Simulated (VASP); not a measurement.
Here is a VASP 6.6.1 calculation.

The input INCAR:

```
SYSTEM = MgO
PREC     = Accurate       ! precision mode
ENCUT    = 520            ! plane-wave cutoff, eV
EDIFF    = 1E-6           ! SCF threshold, eV
ISMEAR   = 0              ! smearing method
SIGMA    = 0.05           ! smearing width, eV
LREAL    = .FALSE.        ! projectors in reciprocal space
LASPH    = .TRUE.         ! aspherical terms in the spheres
NELM     = 80             ! most SCF steps
ALGO     = Normal         ! electronic algorithm
ISIF     = 2              ! what is computed and relaxed
LWAVE    = .FALSE.        ! write WAVECAR
LCHARG   = .FALSE.        ! write CHGCAR
GGA      = PE             ! functional
NBANDS   = 11             ! bands
```

The input KPOINTS:

```
regular mesh
0
G
  10 10 10
  0 0 0
```

File POSCAR:

```
MgO
1.0
    0.0000000000      2.1351500000      2.1351500000
    2.0550818750      0.0000000000      2.1351500000
    2.0550818750      2.1351500000      0.0000000000
Mg O
1 1
Direct
    0.0000000000      0.0000000000      0.0000000000
    0.5000000000      0.5000000000      0.5000000000
```

Potentials or basis: VASP PAW PBE potentials, release 64 (Mg, O).

Run with:

```console
$ cat potpaw_PBE.64/Mg/POTCAR potpaw_PBE.64/O/POTCAR > POTCAR
$ mpirun -np 1 vasp_std > vasp.out
```

(1) Predict the band gap on the k mesh.

(2) What does it give for the pressure?

Results:

(1) 4.66 eV, direct.

(2) 3.9 GPa.

Caveat: the cell differs from its parent crystal (strain -0.0375 x Voigt [1, 0, 0, 0, 0, 0]).
